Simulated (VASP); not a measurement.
# Ru (P6_3/mmc) in VASP: single point with LDA

Aim: the single point of Ru with LDA.

Everything below comes from runs of VASP 6.6.1. Logs are shortened: lines on timing, memory, paths and dates and some standing lists are left out, and cuts for length are marked.

### Step 1. The cell of the first run

Symmetry: P6_3/mmc, No. 194, hexagonal system. The conventional cell has a = 2.673 Å, b = 2.673 Å, c = 4.219 Å, α = 90.00°, β = 90.00°, γ = 120.00°. Within 3.4 Å of Ru (site symmetry -6m2) lie 12 Ru at 2.61 to 2.67 Å.

### Step 2. Single point, LDA

INCAR reads:

```
SYSTEM = Ru
  PREC = Accurate
  ENCUT = 560
  EDIFF = 1E-6
  ISMEAR = -1
  SIGMA = 0.1
  LREAL = .False.
  LASPH = .True.
  NELM = 120
  ALGO = Normal
  ISIF = 2
  LWAVE = .False.
  LCHARG = .True.
  LELF = .True.
  LVHAR = .True.
  NBANDS = 23
  GGA_COMPAT = .False.
```

KPOINTS reads:

```
regular mesh
0
Gamma
  20 20 12
  0 0 0
```

POSCAR reads:

```
Ru
1.0
    2.6734744959      0.0000000000      0.0000000000
   -1.3367372480      2.3152968298      0.0000000000
    0.0000000000      0.0000000000      4.2191792071
Ru
2
Direct
    0.3333333333      0.6666666667      0.2500000000
    0.6666666667      0.3333333333      0.7500000000
```

Potentials or basis: VASP PAW LDA potentials, release 64 (Ru_sv).

On the command line:

```bash
$ cat potpaw_LDA.64/Ru_sv/POTCAR > POTCAR
$ mpirun -np 1 vasp_std > vasp.out
```

OUTCAR:

```text
SYSTEM = Ru
   PREC = Accurate
   ENCUT = 560
   EDIFF = 1E-6
   ISMEAR = -1
   LREAL = .False.
   LASPH = .True.
   NELM = 120
   ISIF = 2

 ion  position               nearest neighbor table
   1  0.333  0.667  0.250-   2 2.61   2 2.61   2 2.61   2 2.61   2 2.61   2 2.61
   2  0.667  0.333  0.750-   1 2.61   1 2.61   1 2.61   1 2.61   1 2.61   1 2.61

  LATTYP: Found a hexagonal cell.
 ALAT       =     2.6734744959
 C/A-ratio  =     1.5781632529

  Lattice vectors:

 A1 = (   2.6734744959,   0.0000000000,   0.0000000000)
 A2 = (  -1.3367372480,   2.3152968298,   0.0000000000)
 A3 = (   0.0000000000,   0.0000000000,   4.2191792071)

Analysis of symmetry for initial positions (statically):
=====================================================================
 Subroutine PRICEL returns:
 Original cell was already a primitive cell.

 Routine SETGRP: Setting up the symmetry group for a
 hexagonal supercell.

 Subroutine GETGRP returns: Found 24 space group operations
 (whereof 12 operations were pure point group operations)
 out of a pool of 24 trial point group operations.

The static configuration has the point symmetry D_3d.
 The point group associated with its full space group is D_6h.

Analysis of symmetry for dynamics (positions and initial velocities):
=====================================================================
 Subroutine PRICEL returns:
 Original cell was already a primitive cell.

 Routine SETGRP: Setting up the symmetry group for a
 hexagonal supercell.

 Subroutine GETGRP returns: Found 24 space group operations
 (whereof 12 operations were pure point group operations)
 out of a pool of 24 trial point group operations.

The dynamic configuration has the point symmetry D_3d.
 The point group associated with its full space group is D_6h.

 Subroutine INISYM returns: Found 24 space group operations
 (whereof 12 operations are pure point group operations),
 and found     1 'primitive' translations

----------------------------------------------------------------------------------------

                                     Primitive cell

  volume of cell :      26.1162

  direct lattice vectors                    reciprocal lattice vectors
     2.673474496  0.000000000  0.000000000     0.374045087  0.215955032  0.000000000
    -1.336737248  2.315296830  0.000000000     0.000000000  0.431910063  0.000000000
     0.000000000  0.000000000  4.219179207     0.000000000  0.000000000  0.237012924

  length of vectors
     2.673474496  2.673474496  4.219179207     0.431910063  0.431910063  0.237012924

  position of ions in fractional coordinates (direct lattice)
     0.333333333  0.666666667  0.250000000
     0.666666667  0.333333333  0.750000000

  ion indices of the primitive-cell ions
   primitive index   ion index
                 1           1
                 2           2

----------------------------------------------------------------------------------------

 KPOINTS: regular mesh

Automatic generation of k-mesh.
 Grid dimensions read from file:
 generate k-points for:   20   20   12

 Generating k-lattice:

  Cartesian coordinates                     Fractional coordinates (reciprocal lattice)
     0.018702254  0.010797752  0.000000000     0.050000000  0.000000000  0.000000000
     0.000000000  0.021595503  0.000000000     0.000000000  0.050000000  0.000000000
     0.000000000  0.000000000  0.019751077     0.000000000  0.000000000  0.083333333

  Length of vectors
     0.021595503  0.021595503  0.019751077

  Shift w.r.t. Gamma in fractional coordinates (k-lattice)
     0.000000000  0.000000000  0.000000000

 Subroutine IBZKPT returns following result:
 ===========================================

 Found    308 irreducible k-points:

 Following reciprocal coordinates:
            Coordinates               Weight
  0.000000  0.000000  0.000000      1.000000
  0.050000  0.000000  0.000000      6.000000
  0.100000  0.000000  0.000000      6.000000
  0.150000 -0.000000  0.000000      6.000000
  0.200000  0.000000  0.000000      6.000000
  0.250000  0.000000  0.000000      6.000000
[... 16 lines left out ...]
  0.200000  0.100000  0.000000     12.000000
  0.250000  0.100000  0.000000     12.000000
 [... further k-points ...]
   k-points           NKPTS =    308   k-points in BZ     NKDIM =    308   number of bands    NBANDS=     23
   number of dos      NEDOS =    301   number of ions     NIONS =      2
   total plane-waves  NPLWV =  20736
   dimension x,y,z NGX =    24 NGY =   24 NGZ =   36
   dimension x,y,z NGXF=    48 NGYF=   48 NGZF=   72
   ions per type =               2
   NGX,Y,Z   is equivalent  to a cutoff of  14.92, 14.92, 14.18 a.u.
   NGXF,Y,Z  is equivalent  to a cutoff of  29.85, 29.85, 28.37 a.u.
 SYSTEM =  Ru
   PREC   = accura    normal or accurate (medium, high low for compatibility)
   ISTART =      0    job   : 0-new  1-cont  2-samecut
   ICHARG =      2    charge: 1-file 2-atom 10-const
   ISPIN  =      1    spin polarized calculation?
   LNONCOLLINEAR =      F non collinear calculations
   LSORBIT =      F    spin-orbit coupling
   LASPH  =      T    aspherical Exc in radial PAW
   ENCUT  =  560.0 eV  41.16 Ry    6.42 a.u.   5.16  5.16  8.14*2*pi/ulx,y,z
   NELM   =    120;   NELMIN=  2; NELMDL= -5     # of ELM steps
   EDIFF  = 0.1E-05   stopping-criterion for ELM
   LREAL  =      F    real-space projection
   EDIFFG = 0.1E-04   stopping-criterion for IOM
   NSW    =      0    number of steps for IOM
   IBRION =     -1    ionic relax: 0-MD 1-quasi-New 2-CG
   NFREE  =      0    steps in history (QN), initial steepest desc. (CG)
   ISIF   =      2    stress and relaxation
   ISYM   =      2    0-nonsym 1-usesym 2-fastsym
   POTIM  = 0.5000    time-step for ionic-motion
   TEBEG  =    0.0;   TEEND  =   0.0 temperature during run
   PSTRESS=    0.0 pullay stress
   NELECT =      32.0000    total number of electrons
   NUPDOWN=      -1.0000    fix difference up-down
   EMIN   =  10.00;   EMAX   =-10.00  energy-range for DOS
   EFERMI =   0.00;   METHOD = LEGACY
   ISMEAR =    -1;   SIGMA  =   0.10  broadening in eV -4-tet -1-fermi 0-gaus
   EFERMI_NEDOS =   21; number of points for ismear=-14 and -15
   IALGO  =     38    algorithm
   IMIX   =      4    mixing-type and parameters
     AMIX     =   0.40;   BMIX     =  1.00
     AMIX_MAG =   1.60;   BMIX_MAG =  1.00
  volume/ion in A,a.u.               =      13.06        88.12
  Fermi-wavevector in a.u.,A,eV,Ry     =   1.751814  3.310448 41.754257  3.068851
  Thomas-Fermi vector in A             =   2.822265
   LORBIT       =      0    0 simple, 1 ext, 2 COOP (PROOUT), +10 PAW based schemes
   GGA     = CA    functional components
   LHFCALC =     F    Hartree Fock is set to
   AEXX    =    0.0000 exact exchange contribution
   IVDW    =     0    specifies the selected vdW correction
   LEPSILON=     F    determine dielectric tensor
   LRPA    =     F    only Hartree local field effects (RPA)
 non-spin polarized calculation
  energy-cutoff  :      560.00
  volume of cell :       26.12
 maximum number of plane-waves:       808
 NGX is ok and might be reduce to    24
   NGX = 11   NGY = 11   NGZ = 17

 number of electron      32.0000002 magnetization

 Free energy of the ion-electron system (eV)
  ---------------------------------------------------
  ext. energy  EPLUGINS =         0.00000000
  ---------------------------------------------------
  free energy    TOTEN  =       -21.42545056 eV

  energy without entropy =      -21.37492809  energy(sigma->0) =      -21.40018932

 E-fermi :  15.7906     XC(G=0): -14.7586

 val. band max:       15.7891998925   @ k =   0.4000   0.0500   0.3333
 cond. band min:      15.7939505195   @ k =   0.4000   0.0000   0.3333
 fundamental gap:      0.0047506270
 Fermi energy:        15.7905986143

 k-point     1 :       0.0000    0.0000    0.0000
  band No.  band energies     occupation
      1     -57.0551      2.00000
      2     -56.8062      2.00000
      3     -27.8484      2.00000
      4     -26.7699      2.00000
      5     -26.7699      2.00000
      6     -26.5722      2.00000
[... 15 lines left out ...]
     22      30.6383      0.00000
     23      33.2170      0.00000

 k-point     2 :       0.0500    0.0000    0.0000
  band No.  band energies     occupation
      1     -57.0507      2.00000
      2     -56.8045      2.00000
      3     -27.8385      2.00000
      4     -26.7911      2.00000
      5     -26.7772      2.00000
      6     -26.5943      2.00000
[... 15 lines left out ...]
     22      30.8163      0.00000
     23      33.3318      0.00000

 k-point     3 :       0.1000    0.0000    0.0000
  band No.  band energies     occupation
      1     -57.0378      2.00000
      2     -56.7996      2.00000
      3     -27.8093      2.00000
      4     -26.8525      2.00000
      5     -26.7978      2.00000
      6     -26.6576      2.00000
[... 15 lines left out ...]
     22      31.2971      0.00000
     23      33.6428      0.00000

 k-point     4 :       0.1500   -0.0000    0.0000
  band No.  band energies     occupation
      1     -57.0175      2.00000
      2     -56.7923      2.00000
      3     -27.7622      2.00000
      4     -26.9480      2.00000
      5     -26.8291      2.00000
      6     -26.7548      2.00000
[... 15 lines left out ...]
     22      31.8368      0.00000
     23      33.9615      0.00000

 k-point     5 :       0.2000    0.0000    0.0000
  band No.  band energies     occupation
      1     -56.9911      2.00000
      2     -56.7837      2.00000
      3     -27.6996      2.00000
      4     -27.0684      2.00000
      5     -26.8747      2.00000
      6     -26.8675      2.00000
[... 15 lines left out ...]
     22      31.6469      0.00000
     23      33.5454      0.00000

 k-point     6 :       0.2500    0.0000    0.0000
  band No.  band energies     occupation
      1     -56.9609      2.00000
      2     -56.7751      2.00000
      3     -27.6246      2.00000
      4     -27.2017      2.00000
      5     -27.0047      2.00000
      6     -26.9089      2.00000
[... 15 lines left out ...]
     22      30.3643      0.00000
     23      32.6385      0.00000

 k-point     7 :       0.3000   -0.0000    0.0000
  band No.  band energies     occupation
      1     -56.9291      2.00000
      2     -56.7679      2.00000
      3     -27.5415      2.00000
      4     -27.3347      2.00000
      5     -27.1316      2.00000
      6     -26.9493      2.00000
[... 353 lines left out ...]
     22      28.1661      0.00000
     23      28.6761      0.00000

 k-point    21 :       0.1000    0.1000    0.0000
  band No.  band energies     occupation
      1     -57.0059      2.00000
      2     -56.7884      2.00000
      3     -27.7348      2.00000
      4     -26.9811      2.00000
      5     -26.8990      2.00000
      6     -26.7625      2.00000
[... 15 lines left out ...]
     22      32.0483      0.00000
     23      34.1217      0.00000

 k-point    22 :       0.1500    0.1000    0.0000
  band No.  band energies     occupation
      1     -56.9805      2.00000
      2     -56.7804      2.00000
      3     -27.6736      2.00000
      4     -27.0813      2.00000
      5     -26.9925      2.00000
      6     -26.8224      2.00000
[... 15 lines left out ...]
     22      31.7299      0.00000
     23      32.9058      0.00000

 k-point    23 :       0.2000    0.1000    0.0000
  band No.  band energies     occupation
      1     -56.9513      2.00000
      2     -56.7727      2.00000
      3     -27.6001      2.00000
      4     -27.2014      2.00000
      5     -27.0889      2.00000
      6     -26.8868      2.00000
[... 15 lines left out ...]
     22      30.3510      0.00000
     23      31.8589      0.00000

 k-point    24 :       0.2500    0.1000    0.0000
  band No.  band energies     occupation
      1     -56.9205      2.00000
      2     -56.7663      2.00000
      3     -27.5185      2.00000
      4     -27.3261      2.00000
      5     -27.1808      2.00000
      6     -26.9495      2.00000
[... 15 lines left out ...]
     22      28.6436      0.00000
     23      30.7781      0.00000

 [... further k-points ...]

------------------------ aborting loop because EDIFF is reached ----------------------------------------

  FORCE on cell =-STRESS in cart. coord.  units (eV):
  Direction    XX          YY          ZZ          XY          YZ          ZX
  --------------------------------------------------------------------------------------
  -------------------------------------------------------------------------------------
  Total        0.2534403      0.2534403      0.2544778     -0.0000000      0.0000000      0.0000000
  in kB       15.5480378     15.5480378     15.6116875     -0.0000000      0.0000000      0.0000000
  external PRESSURE =      15.5692544 kB  Pullay stress =       0.0000000 kB

 VOLUME and BASIS-vectors are now :
 -----------------------------------------------------------------------------
  energy-cutoff  :      560.00
  volume of cell :       26.12
      direct lattice vectors                 reciprocal lattice vectors
     2.673474496  0.000000000  0.000000000     0.374045087  0.215955032  0.000000000
    -1.336737248  2.315296830  0.000000000     0.000000000  0.431910063  0.000000000
     0.000000000  0.000000000  4.219179207     0.000000000  0.000000000  0.237012924

 POSITION                                       TOTAL-FORCE (eV/Angst)
 -----------------------------------------------------------------------------------
     -0.00000      1.54353      1.05479         0.000000      0.000000      0.000000
      1.33674      0.77177      3.16438        -0.000000      0.000000      0.000000
 -----------------------------------------------------------------------------------
    total drift:                               -0.000000      0.000000     -0.000000

  FREE ENERGIE OF THE ION-ELECTRON SYSTEM (eV)
  ---------------------------------------------------
  free  energy   TOTEN  =       -21.4254505594 eV

  energy  without entropy=      -21.3749280854  energy(sigma->0) =      -21.40018932
```

Run time: 70 s. Hardware: 1 thread of Intel Xeon Platinum 8488C (Sapphire Rapids), shared host; peak memory 0.26 GiB.

What came out:

```yaml
Free_energy: -21.4255 eV
Pressure: 1.6 GPa
Band_gap_on_the_k_mesh: zero (bands 16 and 17 overlap by 3.46 eV)
```
